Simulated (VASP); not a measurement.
# C (R-3m) in VASP: notebook

C is run at these levels: PBE; tasks: single point, relaxation of cell and atoms.

All numbers are computed with VASP 6.6.1; they aren't measurements. Logs are shortened: lines on timing, memory, paths and dates and some standing lists are left out, and cuts for length are marked.

**1. The cell of the first run**

The structure is trigonal, space group R-3m (No. 166). The conventional cell has a = 2.513 Å, b = 2.513 Å, c = 11.946 Å, α = 90.00°, β = 90.00°, γ = 120.00°. C (site symmetry -3m) has 6 C at 1.69 Å within 2.2 Å. Within 2.2 Å of C (site symmetry 3m) lie 3 C at 1.69 Å.

**2. Single point, PBE**

INCAR reads:

```
SYSTEM = C
  PREC = Accurate
  ENCUT = 520
  EDIFF = 1E-7
  ISMEAR = 0
  SIGMA = 0.1
  LREAL = .False.
  LASPH = .True.
  NELM = 100
  ALGO = Normal
  ISIF = 2
  LWAVE = .False.
  LCHARG = .False.
  GGA = PE
  NBANDS = 13
```

KPOINTS reads:

```
regular mesh
0
Gamma
  21 21 21
  0 0 0
```

POSCAR reads:

```
C
1.0
    1.2567069505      0.7255600962      3.9820699231
   -1.2567069505      0.7255600962      3.9820699231
    0.0000000000     -1.4511201923      3.9820699231
C
3
Direct
    0.0000000000      0.0000000000      0.0000000000
    0.2605451215      0.2605451215      0.2605451215
    0.7394548785      0.7394548785      0.7394548785
```

Potentials or basis: VASP PAW PBE potentials, release 64 (C).

The run is started by

```console
> cat potpaw_PBE.64/C/POTCAR > POTCAR
> mpirun -np 1 vasp_std > vasp.out
```

OUTCAR:

```text
SYSTEM = C
   PREC = Accurate
   ENCUT = 520
   EDIFF = 1E-7
   ISMEAR = 0
   LREAL = .False.
   LASPH = .True.
   NELM = 100
   ISIF = 2
   GGA = PE

 ion  position               nearest neighbor table
   1  0.000  0.000  0.000-   3 1.69   2 1.69   3 1.69   3 1.69   2 1.69   2 1.69
   2  0.261  0.261  0.261-   1 1.69   1 1.69   1 1.69
   3  0.739  0.739  0.739-   1 1.69   1 1.69   1 1.69

  LATTYP: Found a trigonal (rhomboedric) cell.
 ALAT       =     4.2382343830
 COS(alpha) =     0.8241557835

  Lattice vectors:

 A1 = (   1.2567069505,   0.7255600962,   3.9820699231)
 A2 = (  -1.2567069505,   0.7255600962,   3.9820699231)
 A3 = (   0.0000000000,  -1.4511201923,   3.9820699231)

Analysis of symmetry for initial positions (statically):
=====================================================================
 Subroutine PRICEL returns:
 Original cell was already a primitive cell.

 Routine SETGRP: Setting up the symmetry group for a
 trigonal (rhombohedral) supercell.

 Subroutine GETGRP returns: Found 12 space group operations
 (whereof 12 operations were pure point group operations)
 out of a pool of 12 trial point group operations.

The static configuration has the point symmetry D_3d.

Analysis of symmetry for dynamics (positions and initial velocities):
=====================================================================
 Subroutine PRICEL returns:
 Original cell was already a primitive cell.

 Routine SETGRP: Setting up the symmetry group for a
 trigonal (rhombohedral) supercell.

 Subroutine GETGRP returns: Found 12 space group operations
 (whereof 12 operations were pure point group operations)
 out of a pool of 12 trial point group operations.

The dynamic configuration has the point symmetry D_3d.

 Subroutine INISYM returns: Found 12 space group operations
 (whereof 12 operations are pure point group operations),
 and found     1 'primitive' translations

----------------------------------------------------------------------------------------

                                     Primitive cell

  volume of cell :      21.7855

  direct lattice vectors                    reciprocal lattice vectors
     1.256706950  0.725560096  3.982069923     0.397865230  0.229707598  0.083708559
    -1.256706950  0.725560096  3.982069923    -0.397865230  0.229707598  0.083708559
     0.000000000 -1.451120192  3.982069923     0.000000000 -0.459415195  0.083708559

  length of vectors
     4.238234383  4.238234383  4.238234383     0.466979062  0.466979062  0.466979062

  position of ions in fractional coordinates (direct lattice)
     0.000000000  0.000000000  0.000000000
     0.260545122  0.260545122  0.260545122
     0.739454878  0.739454878  0.739454878

  ion indices of the primitive-cell ions
   primitive index   ion index
                 1           1
                 2           2
                 3           3

----------------------------------------------------------------------------------------

 KPOINTS: regular mesh

Automatic generation of k-mesh.
 Grid dimensions read from file:
 generate k-points for:   21   21   21

 Generating k-lattice:

  Cartesian coordinates                     Fractional coordinates (reciprocal lattice)
     0.018945963  0.010938457  0.003986122     0.047619048  0.000000000 -0.000000000
    -0.018945963  0.010938457  0.003986122     0.000000000  0.047619048 -0.000000000
     0.000000000 -0.021876914  0.003986122     0.000000000  0.000000000  0.047619048

  Length of vectors
     0.022237098  0.022237098  0.022237098

  Shift w.r.t. Gamma in fractional coordinates (k-lattice)
     0.000000000  0.000000000  0.000000000

 Subroutine IBZKPT returns following result:
 ===========================================

 Found    891 irreducible k-points:

 Following reciprocal coordinates:
            Coordinates               Weight
  0.000000  0.000000  0.000000      1.000000
  0.047619  0.000000  0.000000      6.000000
  0.095238  0.000000  0.000000      6.000000
  0.142857  0.000000 -0.000000      6.000000
  0.190476  0.000000  0.000000      6.000000
  0.238095  0.000000  0.000000      6.000000
[... 16 lines left out ...]
 -0.428571  0.047619  0.000000     12.000000
 -0.380952  0.047619 -0.000000     12.000000
 [... further k-points ...]
   k-points           NKPTS =    891   k-points in BZ     NKDIM =    891   number of bands    NBANDS=     13
   number of dos      NEDOS =    301   number of ions     NIONS =      3
   total plane-waves  NPLWV =  32768
   dimension x,y,z NGX =    32 NGY =   32 NGZ =   32
   dimension x,y,z NGXF=    64 NGYF=   64 NGZF=   64
   ions per type =               3
   NGX,Y,Z   is equivalent  to a cutoff of  12.55, 12.55, 12.55 a.u.
   NGXF,Y,Z  is equivalent  to a cutoff of  25.10, 25.10, 25.10 a.u.
 SYSTEM =  C
   PREC   = accura    normal or accurate (medium, high low for compatibility)
   ISTART =      0    job   : 0-new  1-cont  2-samecut
   ICHARG =      2    charge: 1-file 2-atom 10-const
   ISPIN  =      1    spin polarized calculation?
   LNONCOLLINEAR =      F non collinear calculations
   LSORBIT =      F    spin-orbit coupling
   LASPH  =      T    aspherical Exc in radial PAW
   ENCUT  =  520.0 eV  38.22 Ry    6.18 a.u.   7.88  7.88  7.88*2*pi/ulx,y,z
   NELM   =    100;   NELMIN=  2; NELMDL= -5     # of ELM steps
   EDIFF  = 0.1E-06   stopping-criterion for ELM
   LREAL  =      F    real-space projection
   EDIFFG = 0.1E-05   stopping-criterion for IOM
   NSW    =      0    number of steps for IOM
   IBRION =     -1    ionic relax: 0-MD 1-quasi-New 2-CG
   NFREE  =      0    steps in history (QN), initial steepest desc. (CG)
   ISIF   =      2    stress and relaxation
   ISYM   =      2    0-nonsym 1-usesym 2-fastsym
   POTIM  = 0.5000    time-step for ionic-motion
   TEBEG  =    0.0;   TEEND  =   0.0 temperature during run
   PSTRESS=    0.0 pullay stress
   NELECT =      12.0000    total number of electrons
   NUPDOWN=      -1.0000    fix difference up-down
   EMIN   =  10.00;   EMAX   =-10.00  energy-range for DOS
   EFERMI =   0.00;   METHOD = LEGACY
   ISMEAR =     0;   SIGMA  =   0.10  broadening in eV -4-tet -1-fermi 0-gaus
   EFERMI_NEDOS =   21; number of points for ismear=-14 and -15
   IALGO  =     38    algorithm
   IMIX   =      4    mixing-type and parameters
     AMIX     =   0.40;   BMIX     =  1.00
     AMIX_MAG =   1.60;   BMIX_MAG =  1.00
  volume/ion in A,a.u.               =       7.26        49.01
  Fermi-wavevector in a.u.,A,eV,Ry     =   1.341980  2.535975 24.502875  1.800911
  Thomas-Fermi vector in A             =   2.470170
   LORBIT       =      0    0 simple, 1 ext, 2 COOP (PROOUT), +10 PAW based schemes
   GGA     = PE    functional components
   LHFCALC =     F    Hartree Fock is set to
   AEXX    =    0.0000 exact exchange contribution
   IVDW    =     0    specifies the selected vdW correction
   LEPSILON=     F    determine dielectric tensor
   LRPA    =     F    only Hartree local field effects (RPA)
 non-spin polarized calculation
 Gauss-broadening in eV      SIGMA  =   0.10
  energy-cutoff  :      520.00
  volume of cell :       21.79
 maximum number of plane-waves:       603
   NGX = 15   NGY = 15   NGZ = 15

 number of electron      12.0000000 magnetization

 Free energy of the ion-electron system (eV)
  ---------------------------------------------------
  ext. energy  EPLUGINS =         0.00000000
  ---------------------------------------------------
  free energy    TOTEN  =       -18.84097593 eV

  energy without entropy =      -18.83740878  energy(sigma->0) =      -18.83919235

 E-fermi :   7.2220     XC(G=0): -12.1699

 val. band max:        7.2181944201   @ k =  -0.2857   0.3333   0.0952
 cond. band min:       7.2263145713   @ k =  -0.3810   0.2381   0.1905
 fundamental gap:      0.0081201512
 Fermi energy:         7.2220410630

 k-point     1 :       0.0000    0.0000    0.0000
  band No.  band energies     occupation
      1     -14.1686      2.00000
      2      -5.0282      2.00000
      3      -0.1527      2.00000
      4       5.6281      2.00000
      5       5.6281      2.00000
      6       8.6673      0.00000
      7       8.6673      0.00000
      8      10.6032      0.00000
      9      14.9746      0.00000
     10      14.9746      0.00000
     11      15.6785      0.00000
     12      16.1378      0.00000
     13      26.1442      0.00000

 k-point     2 :       0.0476    0.0000    0.0000
  band No.  band energies     occupation
      1     -14.1103      2.00000
      2      -4.9829      2.00000
      3      -0.0856      2.00000
      4       5.2539      2.00000
      5       5.4257      2.00000
      6       8.5771      0.00000
      7       8.8080      0.00000
      8      10.5675      0.00000
      9      14.8667      0.00000
     10      15.0202      0.00000
     11      15.8405      0.00000
     12      16.3466      0.00000
     13      26.1517      0.00000

 k-point     3 :       0.0952    0.0000    0.0000
  band No.  band energies     occupation
      1     -13.9355      2.00000
      2      -4.8471      2.00000
      3       0.1144      2.00000
      4       4.2834      2.00000
      5       4.9363      2.00000
      6       8.2708      0.00000
      7       9.1003      0.00000
      8      10.4608      0.00000
      9      14.5813      0.00000
     10      15.1772      0.00000
     11      16.2276      0.00000
     12      16.9007      0.00000
     13      25.6341      0.00000
[... 305 lines left out ...]
 k-point    23 :      -0.4286    0.0476    0.0000
  band No.  band energies     occupation
      1      -8.9581      2.00000
      2      -6.6072      2.00000
      3      -0.7243      2.00000
      4       0.9464      2.00000
      5       1.7574      2.00000
      6       5.2956      2.00000
      7       7.6265      0.00000
      8       8.7058      0.00000
      9      11.6533      0.00000
     10      15.2508      0.00000
     11      18.2275      0.00000
     12      21.0394      0.00000
     13      24.3448      0.00000

 k-point    24 :      -0.3810    0.0476   -0.0000
  band No.  band energies     occupation
      1      -9.9736      2.00000
      2      -5.3282      2.00000
      3      -1.4201      2.00000
      4       1.3349      2.00000
      5       2.3739      2.00000
      6       4.4700      2.00000
      7       8.2553      0.00000
      8       8.8980      0.00000
      9      11.9083      0.00000
     10      15.5072      0.00000
     11      18.0178      0.00000
     12      20.7790      0.00000
     13      24.5176      0.00000

 [... further k-points ...]
[... 5 lines left out ...]
  --------------------------------------------------------------------------------------
  -------------------------------------------------------------------------------------
  Total        0.0310057      0.0310057      0.0226924      0.0000000      0.0000000      0.0000000
  in kB        2.2802623      2.2802623      1.6688736      0.0000000      0.0000000      0.0000000
  external PRESSURE =       2.0764661 kB  Pullay stress =       0.0000000 kB

 VOLUME and BASIS-vectors are now :
 -----------------------------------------------------------------------------
  energy-cutoff  :      520.00
  volume of cell :       21.79
      direct lattice vectors                 reciprocal lattice vectors
     1.256706950  0.725560096  3.982069923     0.397865230  0.229707598  0.083708559
    -1.256706950  0.725560096  3.982069923    -0.397865230  0.229707598  0.083708559
     0.000000000 -1.451120192  3.982069923     0.000000000 -0.459415195  0.083708559

 POSITION                                       TOTAL-FORCE (eV/Angst)
 -----------------------------------------------------------------------------------
      0.00000      0.00000      0.00000         0.000000     -0.000000      0.000000
      0.00000      0.00000      3.11253         0.000000     -0.000000     -0.025100
      0.00000      0.00000      8.83368         0.000000      0.000000      0.025100
 -----------------------------------------------------------------------------------
    total drift:                               -0.000000      0.000000     -0.000000

  FREE ENERGIE OF THE ION-ELECTRON SYSTEM (eV)
  ---------------------------------------------------
  free  energy   TOTEN  =       -18.8409759324 eV

  energy  without entropy=      -18.8374087768  energy(sigma->0) =      -18.83919235
```

Wall time 2 min (1 thread of Intel Xeon 6975P-C (Granite Rapids), shared host); peak memory 0.32 GiB.

Results:

```yaml
Free_energy: -18.8410 eV
Pressure: 0.2 GPa
Largest_force: 0.025 eV/Å
Band_gap_on_the_k_mesh: zero (band 6 reaches 8.76 eV, above the bottom of band 7 at 6.07 eV)
```

Forces in eV/Å, atoms in the order of the input:
```
C    0.000  0.000  0.000
C    0.000  0.000 -0.025
C    0.000  0.000  0.025
```

Levels at points of the mesh, in eV from the Fermi level:
```csv
k point,band 2,band 3,band 4,band 5,band 6,band 7,band 8,band 9,band 10,band 11
"(0.00, 0.00, 0.00)",-12.25,-7.37,-1.59,-1.59,1.45,1.45,3.38,7.75,7.75,8.46
```

**3. Relaxation of cell and atoms, PBE**

This run uses another cell than the first one, of 7.44 Å³/atom, 1.024 times its volume.

INCAR reads:

```
SYSTEM = C
ALGO = Normal
EDIFF = 1E-6
EDIFFG = -0.01
ENCUT = 600
GGA = PE
IBRION = 2
ISIF = 3
ISMEAR = 0
LASPH = .True.
LCHARG = .False.
LREAL = .False.
LWAVE = .False.
NELM = 60
NSW = 100
PREC = Accurate
SIGMA = 0.1
```

KPOINTS reads:

```
k-points
0
Gamma
  21 21 21
  0 0 0
```

POSCAR reads:

```
C
1.0
    1.2567104804      0.7255621342      4.0782635181
   -1.2567104804      0.7255621342      4.0782635181
    0.0000000000     -1.4511242684      4.0782635181
C
3
Direct
    0.0000000000      0.0000000000      0.0000000000
    0.2625466509      0.2625466509      0.2625466509
    0.7374533491      0.7374533491      0.7374533491
```

Potentials or basis: VASP PAW PBE potentials, release 64 (C).

The run is started by

```console
> cat potpaw_PBE.64/C/POTCAR > POTCAR
> mpirun -np 1 vasp_std > vasp.out
```

OUTCAR:

```text
SYSTEM = C
   EDIFF = 1E-6
   EDIFFG = -0.01
   ENCUT = 600
   GGA = PE
   IBRION = 2
   ISIF = 3
   ISMEAR = 0
   LASPH = .True.
   LREAL = .False.
   NELM = 60
   NSW = 100
   PREC = Accurate

 ion  position               nearest neighbor table
   1  0.000  0.000  0.000-   3 1.69   3 1.69   2 1.69   2 1.69   3 1.69   2 1.69
   2  0.263  0.263  0.263-   1 1.69   1 1.69   1 1.69
   3  0.737  0.737  0.737-   1 1.69   1 1.69   1 1.69

  LATTYP: Found a trigonal (rhomboedric) cell.
 ALAT       =     4.3287405749
 COS(alpha) =     0.8314311393

  Lattice vectors:

 A1 = (   1.2567104804,   0.7255621342,   4.0782635181)
 A2 = (  -1.2567104804,   0.7255621342,   4.0782635181)
 A3 = (   0.0000000000,  -1.4511242684,   4.0782635181)

Analysis of symmetry for initial positions (statically):
=====================================================================
 Subroutine PRICEL returns:
 Original cell was already a primitive cell.

 Routine SETGRP: Setting up the symmetry group for a
 trigonal (rhombohedral) supercell.

 Subroutine GETGRP returns: Found 12 space group operations
 (whereof 12 operations were pure point group operations)
 out of a pool of 12 trial point group operations.

[... 275 lines left out ...]

--------------------------------------- Ionic step        8  -------------------------------------------

 number of electron      12.0000000 magnetization

------------------------ aborting loop because EDIFF is reached ----------------------------------------
[... 69 lines left out ...]
--------------------------------------- Ionic step       10  -------------------------------------------

 number of electron      12.0000000 magnetization

 Free energy of the ion-electron system (eV)
  ---------------------------------------------------
  ext. energy  EPLUGINS =         0.00000000
  ---------------------------------------------------
  free energy    TOTEN  =       -18.84465565 eV

  energy without entropy =      -18.84097492  energy(sigma->0) =      -18.84281529

 E-fermi :   7.3668     XC(G=0): -12.2584

 val. band max:        7.3664009218   @ k =  -0.2857   0.2381   0.0952
 cond. band min:       7.3705126198   @ k =  -0.4762   0.4286   0.2857
 fundamental gap:      0.0041116980
 Fermi energy:         7.3668364456

 k-point     1 :       0.0000    0.0000    0.0000
  band No.  band energies     occupation
      1     -14.0064      2.00000
      2      -4.8257      2.00000
      3      -0.1466      2.00000
      4       5.8539      2.00000
      5       5.8539      2.00000
      6       8.8590      0.00000
      7       8.8590      0.00000
      8      10.9133      0.00000
      9      15.1374      0.00000
     10      15.1374      0.00000
[... 287 lines left out ...]
 k-point    24 :      -0.3810    0.0476   -0.0000
  band No.  band energies     occupation
      1      -9.7982      2.00000
      2      -5.1340      2.00000
      3      -1.2409      2.00000
      4       1.5484      2.00000
      5       2.5184      2.00000
      6       4.5497      2.00000
      7       8.4072      0.00000
      8       9.0334      0.00000
      9      12.1274      0.00000
     10      15.6629      0.00000

 [... further k-points ...]
[... 5 lines left out ...]
  --------------------------------------------------------------------------------------
  -------------------------------------------------------------------------------------
  Total        0.0160088      0.0160088     -0.0181909      0.0000000      0.0000000      0.0000000
  in kB        1.1928457      1.1928457     -1.3554342      0.0000000      0.0000000      0.0000000
  external PRESSURE =       0.3434190 kB  Pullay stress =       0.0000000 kB
[... 18 lines left out ...]
  FREE ENERGIE OF THE ION-ELECTRON SYSTEM (eV)
  ---------------------------------------------------
  free  energy   TOTEN  =       -18.8446556533 eV

  energy  without entropy=      -18.8409749246  energy(sigma->0) =      -18.84281529

 reached required accuracy - stopping structural energy minimisation
```

CONTCAR:

```text
C
   1.00000000000000
     1.2553400142835929    0.7247708952186138    3.9388728440077223
    -1.2553400142835929    0.7247708952186138    3.9388728440077223
    -0.0000000000000000   -1.4495417904372276    3.9388728440077223
  C
     3
Direct
     1.0000000000000000    1.0000000000000000    0.0000000000000000
     0.2594700960614374    0.2594700960614374    0.2594700960614374
     0.7405299039385627    0.7405299039385627    0.7405299039385627

  0.00000000E+00  0.00000000E+00  0.00000000E+00
  0.00000000E+00  0.00000000E+00  0.00000000E+00
  0.00000000E+00  0.00000000E+00  0.00000000E+00
```

Run time: 13 min. Hardware: 1 thread of Intel Xeon 6975P-C (Granite Rapids), shared host; peak memory 0.37 GiB.

What came out:

* Free energy: -18.8447 eV
* Relaxed volume: 7.17 Å³/atom
* Relaxed cell: a = 4.197 Å, b = 4.197 Å, c = 4.197 Å, α = 34.81°, β = 34.81°, γ = 34.81°
* Space group after relaxing (to 0.05 Å): R-3m (No. 166)
* Energy gained by relaxing: 1.1 meV/atom
* Ionic steps: 10
* Pressure after relaxing: 0.0 GPa
* Band gap on the k mesh: zero (band 6 reaches 8.99 eV, above the bottom of band 7 at 6.13 eV)

The path:
| step | energy change (eV) | largest force (eV/Å) | pressure (GPa) | volume (Å³) |
| --- | --- | --- | --- | --- |
| 1 | 0.0000 | 0.0328 | 0.18 | 22.31 |
| 2 | -0.0004 | 0.0182 | -0.50 | 22.34 |
| 3 | -0.0004 | 0.0125 | -0.77 | 22.35 |
| 4 | -0.0007 | 0.0379 | -0.59 | 22.30 |
| 5 | -0.0011 | 0.1149 | -0.03 | 22.14 |
| 6 | -0.0013 | 0.1091 | -0.05 | 22.12 |
| 7 | -0.0018 | 0.0929 | -0.04 | 22.04 |
| 8 | -0.0025 | 0.0624 | -0.04 | 21.89 |
| 9 | -0.0032 | 0.0110 | 0.02 | 21.59 |
| 10 | -0.0033 | 0.0012 | 0.03 | 21.50 |

Final structure:
```
C
1.0
     1.25534    0.72477    3.93887
    -1.25534    0.72477    3.93887
     0.00000   -1.44954    3.93887
C
3
Direct
  0.00000 0.00000 0.00000
  0.25947 0.25947 0.25947
  0.74053 0.74053 0.74053
```
